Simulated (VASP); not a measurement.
# Ru (Fm-3m) in VASP: further runs, part 2 of 2

VASP 6.6.1. The steps go on from the part before.

## (4) Single point, PBE, collinear spin, ferromagnetic start (14.95 Å³/atom)

This run uses another cell than the first one, of 14.95 Å³/atom.

File INCAR:

```
SYSTEM = Ru
ALGO = Normal
EDIFF = 1E-7
ENCUT = 520
GGA = PE
ISIF = 2
ISMEAR = -1
ISPIN = 2
LASPH = .True.
LCHARG = .False.
LMAXMIX = 4
LORBIT = 11
LREAL = .False.
LWAVE = .False.
MAGMOM = 1
NBANDS = 17
NELM = 150
PREC = Accurate
SIGMA = 0.05
```

File KPOINTS:

```
k-points
0
Gamma
  16 16 16
  0 0 0
```

File POSCAR:

```
Ru
1.0
    0.0000000000      1.9551754593      1.9551754593
    1.9551754593      0.0000000000      1.9551754593
    1.9551754593      1.9551754593      0.0000000000
Ru
1
Direct
    0.0000000000      0.0000000000      0.0000000000
```

The run is started by

```bash
$ cat potpaw_PBE.64/Ru_pv/POTCAR > POTCAR
$ mpirun -np 1 vasp_std > vasp.out
```

Wall time 85 s (1 thread of Intel Xeon 8259CL, shared host); peak memory 0.19 GiB.

The run converged. Its results:

```yaml
Free_energy: -9.0511 eV
Pressure: -19.7 GPa
Band_gap_on_the_k_mesh: zero (filled and empty bands overlap)
Net_moment: 0.00 μB per cell
Valence_electrons_inside_the_program's_atomic_spheres: Ru 12.49
```

Levels at points of the mesh, in eV from the Fermi level:
Spin up:
| k point | band 3 | band 4 | band 5 | band 6 | band 7 | band 8 | band 9 | band 10 | band 11 | band 12 |
| --- | --- | --- | --- | --- | --- | --- | --- | --- | --- | --- |
| (0.00, 0.00, 0.00) | -42.44 | -7.37 | -2.27 | -2.27 | -2.27 | -0.16 | -0.16 | 10.62 | 15.05 | 20.28 |
| (0.50, 0.00, 0.00) | -42.55 | -5.41 | -2.37 | -2.37 | 0.95 | 1.45 | 1.45 | 8.90 | 10.63 | 14.62 |
| (0.50, 0.50, 0.00) | -42.73 | -5.60 | -5.17 | 1.41 | 1.89 | 1.89 | 3.36 | 10.62 | 12.32 | 12.79 |
Spin down:
```tsv
k point	band 4	band 5	band 6	band 7	band 8	band 9	band 10	band 11
(0.00, 0.00, 0.00)	-7.37	-2.27	-2.27	-2.27	-0.16	-0.16	10.63	15.05
(0.50, 0.00, 0.00)	-5.41	-2.36	-2.36	0.95	1.45	1.45	8.90	10.63
(0.50, 0.50, 0.00)	-5.60	-5.17	1.41	1.89	1.89	3.36	10.62	12.32
```

Caveat: the cell stands under tension.

## (5) Single point, PBE, collinear spin, ferromagnetic start (15.50 Å³/atom)

This run uses another cell than the first one, of 15.50 Å³/atom.

File INCAR:

```
PREC = Accurate
ENCUT = 520
EDIFF = 1E-7
ISMEAR = -1
SIGMA = 0.05
LREAL = False
LASPH = True
NELM = 150
ALGO = Normal
ISIF = 2
LWAVE = False
LCHARG = False
ISPIN = 2
MAGMOM = 1
LORBIT = 11
LMAXMIX = 4
GGA = PE
NBANDS = 17
```

File KPOINTS:

```
regular mesh
0
Gamma
  16 16 16
```

File POSCAR:

```
Ru
1.0
    0.0000000000      1.9790214126      1.9790214126
    1.9790214126      0.0000000000      1.9790214126
    1.9790214126      1.9790214126      0.0000000000
Ru
1
Direct
    0.0000000000      0.0000000000      0.0000000000
```

Potentials or basis: VASP PAW PBE potentials, release 64 (Ru_pv).

The run is started by

```bash
$ cat potpaw_PBE.64/Ru_pv/POTCAR > POTCAR
$ mpirun -np 1 vasp_std > vasp.out
```

OUTCAR:

```text
PREC = Accurate
   ENCUT = 520
   EDIFF = 1E-7
   ISMEAR = -1
   LREAL = False
   LASPH = True
   NELM = 150
   ISIF = 2
   ISPIN = 2
   LORBIT = 11
   GGA = PE

 ion  position               nearest neighbor table
   1  0.000  0.000  0.000-

  LATTYP: Found a face centered cubic cell.
 ALAT       =     3.9580428252

  Lattice vectors:

 A1 = (   0.0000000000,   1.9790214126,   1.9790214126)
 A2 = (   1.9790214126,   0.0000000000,   1.9790214126)
 A3 = (   1.9790214126,   1.9790214126,   0.0000000000)

Analysis of symmetry for initial positions (statically):
=====================================================================
 Subroutine PRICEL returns:
 Original cell was already a primitive cell.

 Routine SETGRP: Setting up the symmetry group for a
 face centered cubic supercell.

 Subroutine GETGRP returns: Found 48 space group operations
 (whereof 48 operations were pure point group operations)
 out of a pool of 48 trial point group operations.

The static configuration has the point symmetry O_h .

Analysis of symmetry for dynamics (positions and initial velocities):
=====================================================================
 Subroutine PRICEL returns:
 Original cell was already a primitive cell.

 Routine SETGRP: Setting up the symmetry group for a
 face centered cubic supercell.

 Subroutine GETGRP returns: Found 48 space group operations
 (whereof 48 operations were pure point group operations)
 out of a pool of 48 trial point group operations.

The dynamic configuration has the point symmetry O_h .

Analysis of structural, dynamic, and magnetic symmetry:
=====================================================================
 Subroutine PRICEL returns:
 Original cell was already a primitive cell.

 Routine SETGRP: Setting up the symmetry group for a
 face centered cubic supercell.

 Subroutine GETGRP returns: Found 48 space group operations
 (whereof 48 operations were pure point group operations)
 out of a pool of 48 trial point group operations.

The overall configuration has the point symmetry O_h .

[... 125 lines left out ...]
   LEPSILON=     F    determine dielectric tensor
   LRPA    =     F    only Hartree local field effects (RPA)
 spin polarized calculation
  energy-cutoff  :      520.00
  volume of cell :       15.50
 maximum number of plane-waves:       444
 NGX is ok and might be reduce to    24
   NGX = 11   NGY = 11   NGZ = 11

 number of electron      14.0000001 magnetization      -0.0027767

 number of electron      14.0000001 magnetization       0.0001646

 Free energy of the ion-electron system (eV)
  ---------------------------------------------------
  ext. energy  EPLUGINS =         0.00000000
  ---------------------------------------------------
  free energy    TOTEN  =        -8.97128427 eV

  energy without entropy =       -8.95983328  energy(sigma->0) =       -8.96555878

 E-fermi :  10.5207     XC(G=0): -13.3102

 val. band max:       10.5199500814   @ k =   0.2500   0.0000   0.0000
 cond. band min:      10.5381349902   @ k =  -0.2500   0.2500   0.0625
 fundamental gap:      0.0181849088
 Fermi energy:        10.5207325868

 spin component 1

 k-point     1 :       0.0000    0.0000    0.0000
  band No.  band energies     occupation
      1     -31.9106      1.00000
      2     -31.9106      1.00000
      3     -31.9106      1.00000
      4       3.3658      1.00000
      5       8.3747      1.00000
      6       8.3747      1.00000
[... 459 lines left out ...]
      6       8.5140      1.00000
[... 9 lines left out ...]
     16      39.3634      0.00000
     17      39.6395      0.00000

 [... further k-points ...]

 spin component 2

 k-point     1 :       0.0000    0.0000    0.0000
  band No.  band energies     occupation
      1     -31.9105      1.00000
      2     -31.9105      1.00000
      3     -31.9105      1.00000
      4       3.3659      1.00000
      5       8.3748      1.00000
      6       8.3748      1.00000
[... 459 lines left out ...]
      6       8.5140      1.00000
[... 9 lines left out ...]
     16      39.3634      0.00000
     17      39.6395      0.00000

 [... further k-points ...]
[... 5 lines left out ...]
  --------------------------------------------------------------------------------------
  -------------------------------------------------------------------------------------
  Total       -2.5569065     -2.5569065     -2.5569065     -0.0000000      0.0000000      0.0000000
  in kB     -264.2676198   -264.2676198   -264.2676198     -0.0000000      0.0000000      0.0000000
  external PRESSURE =    -264.2676198 kB  Pullay stress =       0.0000000 kB

 VOLUME and BASIS-vectors are now :
 -----------------------------------------------------------------------------
  energy-cutoff  :      520.00
  volume of cell :       15.50
      direct lattice vectors                 reciprocal lattice vectors
     0.000000000  1.979021413  1.979021413    -0.252650121  0.252650121  0.252650121
     1.979021413  0.000000000  1.979021413     0.252650121 -0.252650121  0.252650121
     1.979021413  1.979021413  0.000000000     0.252650121  0.252650121 -0.252650121

 POSITION                                       TOTAL-FORCE (eV/Angst)
 -----------------------------------------------------------------------------------
      0.00000      0.00000      0.00000         0.000000      0.000000      0.000000
 -----------------------------------------------------------------------------------
    total drift:                               -0.000000      0.000000     -0.000000

  FREE ENERGIE OF THE ION-ELECTRON SYSTEM (eV)
  ---------------------------------------------------
  free  energy   TOTEN  =        -8.9712842738 eV

  energy  without entropy=       -8.9598332769  energy(sigma->0) =       -8.96555878

 total charge

# of ion       s       p       d       tot
------------------------------------------
    1        0.358   6.232   5.837  12.428

 magnetization (x)

# of ion       s       p       d       tot
------------------------------------------
    1       -0.000   0.000   0.000   0.000
```

OSZICAR:

```text
N       E                     dE             d eps       ncg     rms          rms(c)
DAV:   1     0.113571140698E+03    0.11357E+03   -0.75217E+03  9972   0.825E+02
DAV:   2    -0.775952954178E+01   -0.12133E+03   -0.11563E+03 10913   0.274E+02
DAV:   3    -0.957947528296E+01   -0.18199E+01   -0.18096E+01 11243   0.352E+01
DAV:   4    -0.958491944449E+01   -0.54442E-02   -0.54438E-02 11221   0.201E+00
DAV:   5    -0.958495098987E+01   -0.31545E-04   -0.31547E-04 10932   0.139E-01    0.983E+00
DAV:   6    -0.899647292158E+01    0.58848E+00   -0.74356E-01 10080   0.109E+01    0.197E+00
DAV:   7    -0.897322574597E+01    0.23247E-01   -0.45429E-02 11214   0.222E+00    0.872E-01
DAV:   8    -0.897220702704E+01    0.10187E-02   -0.27337E-03 10392   0.518E-01    0.462E-01
DAV:   9    -0.897122162589E+01    0.98540E-03   -0.92174E-04 10752   0.321E-01    0.119E-01
DAV:  10    -0.897127804470E+01   -0.56419E-04   -0.61563E-05 10980   0.715E-02    0.286E-02
DAV:  11    -0.897128349749E+01   -0.54528E-05   -0.49024E-06 10415   0.205E-02    0.167E-02
DAV:  12    -0.897128478506E+01   -0.12876E-05   -0.14638E-06 10381   0.975E-03    0.567E-03
DAV:  13    -0.897128431112E+01    0.47394E-06   -0.26028E-07  9651   0.419E-03    0.296E-03
DAV:  14    -0.897128427383E+01    0.37290E-07   -0.68480E-08  5428   0.251E-03
   1 F= -.89712843E+01 E0= -.89655588E+01  d E =-.114510E-01  mag=    -0.0000
```

Run time: 99 s. Hardware: 1 thread of Intel Xeon 8259CL, shared host; peak memory 0.19 GiB.

Results:

```
Free energy                                           : -8.9713 eV
Pressure                                              : -26.4 GPa
Band gap on the k mesh                                : zero (filled and empty bands overlap)
Net moment                                            : 0.00 μB per cell
Valence electrons inside the program's atomic spheres : Ru 12.43
```

Caveat: the cell stands under tension.

## (6) Overview

| cell | gap on the mesh (eV) | pressure (GPa) | moment (μB) |
| --- | --- | --- | --- |
| a = 2.695 Å, angles 60.0°, 1 atom | none | -0.6 | 0.00 |
| a = 2.730 Å, angles 60.0°, 1 atom | none | -11.5 | 0.00 |
| a = 2.765 Å, angles 60.0°, 1 atom | none | -19.7 | 0.00 |
| a = 2.799 Å, angles 60.0°, 1 atom | none | -26.4 | 0.00 |

Alike in all rows: task single point; level PBE; potentials or basis VASP PAW PBE potentials, release 64 (Ru_pv); spin collinear, ferromagnetic start; k mesh 16 × 16 × 16; cutoff (eV) 520; smearing fermi-dirac 0.05 eV.

Caveats: the cell stands under tension (at least some runs); an empty level that is flat over the whole mesh can mark a ghost state of the potentials, or a narrow d or f band (at least some runs).

Absolute energies hang on the potentials; compare differences alone.
